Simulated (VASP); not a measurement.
Crystal: Nb.

```
CELL_PARAMETERS angstrom
2.94032 0.00000 0.00000
-1.47016 2.54639 0.00000
0.00000 0.00000 4.80154
ATOMIC_POSITIONS crystal
Nb 0.33333 0.66667 0.25000
Nb 0.66667 0.33333 0.75000
```

This isn't the form of Nb at room conditions, which is bcc.

```yaml
Program: VASP 6.6.1
Task: relaxation of cell and atoms
Functional: PBE
Potentials_or_basis: VASP PAW PBE potentials, release 64 (Nb_sv)
Cutoff: 600 eV
k_mesh: 12 × 12 × 7
Occupations: fermi-dirac, width 0.1 eV
Spin: no spin polarisation
```

At the start: pressure 6.4 GPa; volume 17.98 Å³/atom.

How do energy, volume and symmetry change on relaxing?

Over 9 steps the energy falls by 67.9 meV/atom and the volume is 18.66 Å³/atom (+3.8 %); space group P6_3/mmc (No. 194, to 0.1 Å) before and after.

Step by step:
| step | energy change (eV) | largest force (eV/Å) | pressure (GPa) | volume (Å³) |
| --- | --- | --- | --- | --- |
| 1 | 0.0000 | 0.0000 | 6.39 | 35.95 |
| 2 | -0.0100 | 0.0000 | -9.42 | 39.79 |
| 3 | -0.0536 | 0.0000 | -2.63 | 37.92 |
| 4 | -0.1230 | 0.0000 | -2.72 | 37.94 |
| 5 | -0.1310 | 0.0000 | -2.51 | 37.92 |
| 6 | -0.1313 | 0.0000 | -2.45 | 37.91 |
| 7 | -0.1232 | 0.0000 | 4.39 | 36.38 |
| 8 | -0.1358 | 0.0000 | -0.02 | 37.33 |
| 9 | -0.1358 | 0.0000 | 0.03 | 37.32 |

Final structure:
```
CELL_PARAMETERS angstrom
2.86791 0.00000 0.00000
-1.43395 2.48368 0.00000
0.00000 0.00000 5.23908
ATOMIC_POSITIONS crystal
Nb 0.33333 0.66667 0.25000
Nb 0.66667 0.33333 0.75000
```
